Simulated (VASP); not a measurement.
# Cd3SeS2 (I-4m2) in VASP: single point with PBE

Aim: the single point of Cd3SeS2 with PBE.

Program: VASP 6.6.1. These are calculated values, not measurements. Logs are shortened: lines on timing, memory, paths and dates and some standing lists are left out, and cuts for length are marked.

## (1) The cell of the first run

Symmetry: I-4m2, No. 119, tetragonal system. Conventional cell: a = 4.255 Å, b = 4.255 Å, c = 18.031 Å, α = 90.00°, β = 90.00°, γ = 90.00°. Within 3.4 Å of Cd (site symmetry 2mm) lie 2 S at 2.58 Å and 2 Se at 2.66 Å. Cd (site symmetry -4m2) has 4 S at 2.58 Å within 3.4 Å. Within 3.5 Å of Se (site symmetry -4m2) lie 4 Cd at 2.66 Å. Within 3.4 Å of S (site symmetry 2mm) lie 4 Cd at 2.58 Å.

## (2) Single point, PBE

File INCAR:

```
  ALGO = Normal
  EDIFF = 1E-6
  ENCUT = 520
  GGA = PE
  ISIF = 2
  ISMEAR = 0
  LASPH = T
  LCHARG = F
  LREAL = F
  LWAVE = F
  NBANDS = 36
  NELM = 60
  PREC = Accurate
  SIGMA = 0.02
```

File KPOINTS:

```
k-points
0
Gamma
  10 10 10
```

File POSCAR:

```
Cd3SeS2
1.0
   -2.1275831008      2.1275831008      9.0157318229
    2.1275831008     -2.1275831008      9.0157318229
    2.1275831008      2.1275831008     -9.0157318229
Cd Se S
3 1 2
Direct
    0.8388772508      0.8388772508      0.0000000000
    0.5000000000      0.5000000000      0.0000000000
    0.1611227492      0.1611227492      0.0000000000
    0.7500000000      0.2500000000      0.5000000000
    0.4195493117      0.9195493117      0.5000000000
    0.0804506883      0.5804506883      0.5000000000
```

Potentials or basis: VASP PAW PBE potentials, release 64 (Cd, Se, S).

Started as:

```
$ cat potpaw_PBE.64/Cd/POTCAR potpaw_PBE.64/Se/POTCAR potpaw_PBE.64/S/POTCAR > POTCAR
$ mpirun -np 1 vasp_std > vasp.out
```

OUTCAR:

```text
EDIFF = 1E-6
   ENCUT = 520
   GGA = PE
   ISIF = 2
   ISMEAR = 0
   LASPH = T
   LREAL = F
   NELM = 60
   PREC = Accurate

 ion  position               nearest neighbor table
   1  0.839  0.839  0.000-   5 2.58   5 2.58   4 2.66   4 2.66
   2  0.500  0.500  0.000-   6 2.58   5 2.58   6 2.58   5 2.58
   3  0.161  0.161  0.000-   6 2.58   6 2.58   4 2.66   4 2.66
   4  0.750  0.250  0.500-   1 2.66   3 2.66   1 2.66   3 2.66
   5  0.420  0.920  0.500-   2 2.58   2 2.58   1 2.58   1 2.58
   6  0.080  0.580  0.500-   2 2.58   2 2.58   3 2.58   3 2.58

  LATTYP: Found a body centered tetragonal cell.
 ALAT       =     4.2551662016
 C/A-ratio  =     4.2375462653

  Lattice vectors:

 A1 = (  -2.1275831008,   2.1275831008,   9.0157318229)
 A2 = (   2.1275831008,  -2.1275831008,   9.0157318229)
 A3 = (   2.1275831008,   2.1275831008,  -9.0157318229)

Analysis of symmetry for initial positions (statically):
=====================================================================
 Subroutine PRICEL returns:
 Original cell was already a primitive cell.

 Routine SETGRP: Setting up the symmetry group for a
 body centered tetragonal supercell.

 Subroutine GETGRP returns: Found  8 space group operations
 (whereof  8 operations were pure point group operations)
 out of a pool of 16 trial point group operations.

The static configuration has the point symmetry D_2d.

Analysis of symmetry for dynamics (positions and initial velocities):
=====================================================================
 Subroutine PRICEL returns:
 Original cell was already a primitive cell.

 Routine SETGRP: Setting up the symmetry group for a
 body centered tetragonal supercell.

 Subroutine GETGRP returns: Found  8 space group operations
 (whereof  8 operations were pure point group operations)
 out of a pool of 16 trial point group operations.

The dynamic configuration has the point symmetry D_2d.

 Subroutine INISYM returns: Found  8 space group operations
 (whereof  8 operations are pure point group operations),
 and found     1 'primitive' translations

----------------------------------------------------------------------------------------

                                     Primitive cell

  volume of cell :     163.2428
[... 96 lines left out ...]
   NELM   =     60;   NELMIN=  2; NELMDL= -5     # of ELM steps
   EDIFF  = 0.1E-05   stopping-criterion for ELM
   LREAL  =      F    real-space projection
   EDIFFG = 0.1E-04   stopping-criterion for IOM
   NSW    =      0    number of steps for IOM
   IBRION =     -1    ionic relax: 0-MD 1-quasi-New 2-CG
   NFREE  =      0    steps in history (QN), initial steepest desc. (CG)
   ISIF   =      2    stress and relaxation
   ISYM   =      2    0-nonsym 1-usesym 2-fastsym
   POTIM  = 0.5000    time-step for ionic-motion
   TEBEG  =    0.0;   TEEND  =   0.0 temperature during run
   PSTRESS=    0.0 pullay stress
   NELECT =      54.0000    total number of electrons
   NUPDOWN=      -1.0000    fix difference up-down
   EMIN   =  10.00;   EMAX   =-10.00  energy-range for DOS
   EFERMI =   0.00;   METHOD = LEGACY
   ISMEAR =     0;   SIGMA  =   0.02  broadening in eV -4-tet -1-fermi 0-gaus
   EFERMI_NEDOS =   21; number of points for ismear=-14 and -15
   IALGO  =     38    algorithm
   IMIX   =      4    mixing-type and parameters
     AMIX     =   0.40;   BMIX     =  1.00
     AMIX_MAG =   1.60;   BMIX_MAG =  1.00
  volume/ion in A,a.u.               =      27.21       183.60
  Fermi-wavevector in a.u.,A,eV,Ry     =   1.132213  2.139572 17.441388  1.281906
  Thomas-Fermi vector in A             =   2.268913
   LORBIT       =      0    0 simple, 1 ext, 2 COOP (PROOUT), +10 PAW based schemes
   GGA     = PE    functional components
   LHFCALC =     F    Hartree Fock is set to
   AEXX    =    0.0000 exact exchange contribution
   IVDW    =     0    specifies the selected vdW correction
   LEPSILON=     F    determine dielectric tensor
   LRPA    =     F    only Hartree local field effects (RPA)
 non-spin polarized calculation
 Gauss-broadening in eV      SIGMA  =   0.02
  energy-cutoff  :      520.00
  volume of cell :      163.24
 maximum number of plane-waves:      4416
   NGX = 35   NGY = 35   NGZ = 35

 number of electron      54.0000000 magnetization

 Free energy of the ion-electron system (eV)
  ---------------------------------------------------
  ext. energy  EPLUGINS =         0.00000000
  ---------------------------------------------------
  free energy    TOTEN  =       -17.76567732 eV

  energy without entropy =      -17.76567732  energy(sigma->0) =      -17.76567732

 E-fermi :   0.9667     XC(G=0):  -8.8334

 val. band max:        0.8233666917   @ k =   0.0000   0.0000   0.0000
 cond. band min:       1.6224411367   @ k =   0.0000   0.0000   0.0000
 fundamental gap:      0.7990744450
 Fermi energy:         0.9666770829

 k-point     1 :       0.0000    0.0000    0.0000
  band No.  band energies     occupation
      1     -11.3809      2.00000
      2     -11.0426      2.00000
      3     -10.9961      2.00000
      4      -6.8628      2.00000
      5      -6.8628      2.00000
      6      -6.8581      2.00000
[... 925 lines left out ...]
     35       7.9543      0.00000
     36       8.4729      0.00000

 [... further k-points ...]

------------------------ aborting loop because EDIFF is reached ----------------------------------------

  FORCE on cell =-STRESS in cart. coord.  units (eV):
  Direction    XX          YY          ZZ          XY          YZ          ZX
  --------------------------------------------------------------------------------------
  -------------------------------------------------------------------------------------
  Total        0.2880264      0.2880264      0.3026714      0.0000000      0.0000000      0.0000000
  in kB        2.8268898      2.8268898      2.9706259      0.0000000      0.0000000      0.0000000
  external PRESSURE =       2.8748018 kB  Pullay stress =       0.0000000 kB

 VOLUME and BASIS-vectors are now :
 -----------------------------------------------------------------------------
  energy-cutoff  :      520.00
  volume of cell :      163.24
      direct lattice vectors                 reciprocal lattice vectors
    -2.127583101  2.127583101  9.015731823     0.000000000  0.235008447  0.055458615
     2.127583101 -2.127583101  9.015731823     0.235008447  0.000000000  0.055458615
     2.127583101  2.127583101 -9.015731823     0.235008447  0.235008447  0.000000000

 POSITION                                       TOTAL-FORCE (eV/Angst)
 -----------------------------------------------------------------------------------
      0.00000      0.00000     15.12618         0.000000     -0.000000     -0.000833
      0.00000      0.00000      9.01573         0.000000     -0.000000      0.000000
      0.00000      0.00000      2.90528         0.000000     -0.000000      0.000833
      0.00000      2.12758      4.50787         0.000000     -0.000000      0.000000
      2.12758      0.00000      7.56509        -0.000000      0.000000     -0.001349
      2.12758      0.00000      1.45064        -0.000000      0.000000      0.001349
 -----------------------------------------------------------------------------------
    total drift:                               -0.000001      0.000001      0.000000

  FREE ENERGIE OF THE ION-ELECTRON SYSTEM (eV)
  ---------------------------------------------------
  free  energy   TOTEN  =       -17.7656773234 eV

  energy  without entropy=      -17.7656773234  energy(sigma->0) =      -17.76567732
```

stdout:

```text
POSCAR found type information on POSCAR CdSeS
 POSCAR found :  3 types and       6 ions
 scaLAPACK will be used
 LDA part: xc-table for (Slater+PW92), standard interpolation
 POSCAR, INCAR and KPOINTS ok, starting setup
 FFT: planning ... GRIDC
 FFT: planning ... GRID_SOFT
 FFT: planning ... GRID
 WAVECAR not read
 entering main loop
```

Wall time 59 min (1 thread of Intel Xeon 8259CL, shared host); peak memory 1.1 GiB.

What came out:

```
Free energy            : -17.7657 eV
Pressure               : 0.3 GPa
Band gap on the k mesh : 0.80 eV
```

Levels at points of the mesh, in eV from the valence-band top:
```tsv
k point	band 23	band 24	band 25	band 26	band 27	band 28	band 29	band 30	band 31	band 32
(0.00, 0.00, 0.00)	-1.24	-1.24	-0.06	0.00	0.00	0.80	3.64	3.73	4.05	4.26
(0.50, 0.00, 0.00)	-1.53	-0.92	-0.91	-0.73	-0.37	2.67	3.52	3.59	5.95	6.22
(0.50, 0.50, 0.00)	-2.02	-2.01	-1.96	-1.73	-1.68	3.43	4.03	4.55	4.63	4.65
(0.50, 0.50, 0.50)	-1.55	-0.71	-0.71	-0.33	-0.33	2.44	2.53	3.46	4.01	5.25
```

Caveat: semilocal functionals underestimate gaps, and a narrow one can read as zero. A k mesh can miss the band edges.
